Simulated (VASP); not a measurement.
Runs of VASP 6.6.1 on Bi. The structure is that of space group P6_3/mmc (No. 194), or close to it. The cells are those of the table. 

```csv
task,cell,k mesh for the DOS,occupations for the DOS,gap on the mesh (eV),pressure (GPa)
single point,"a = 4.448, b = 4.448, c = 11.829 Å, angles 90.0, 90.0, 120.0°, 2 atoms",-,-,none,-3.7
single point,"a = 4.446, b = 4.446, c = 11.588 Å, angles 90.0, 90.0, 120.0°, 2 atoms",-,-,none,(a)
single point,"a = 4.539, b = 4.539, c = 11.592 Å, angles 90.0, 90.0, 120.0°, 2 atoms",-,-,none,-3.6
single point,"a = 4.539, b = 4.539, c = 11.711 Å, angles 90.0, 90.0, 120.0°, 2 atoms",-,-,none,-3.5
single point,"a = 4.539, b = 4.539, c = 12.066 Å, angles 90.0, 90.0, 120.0°, 2 atoms",-,-,none,(b)
electric field gradients,"a = 4.628, b = 4.628, c = 12.061 Å, angles 90.0, 90.0, 120.0°, 2 atoms",-,-,none,-3.1
```

Alike in all rows: level PBEsol; potentials or basis VASP PAW PBE potentials, release 64 (Bi_d); no spin polarisation; k mesh 9 × 9 × 3; cutoff (eV) 520; smearing fermi-dirac 0.08 eV.

Task: Estimate the missing entries.

Result: (a) -3.8; (b) -3.4.

Caveats: the PAW data sets were made with another functional, which shifts forces and pressure a little; spin-orbit coupling is left out, which moves the levels of the heavy elements.

A k mesh can miss the band edges, and the runs leave out spin-orbit coupling on Bi.

A gap of «none» marks levels without a gap at the run's occupations.
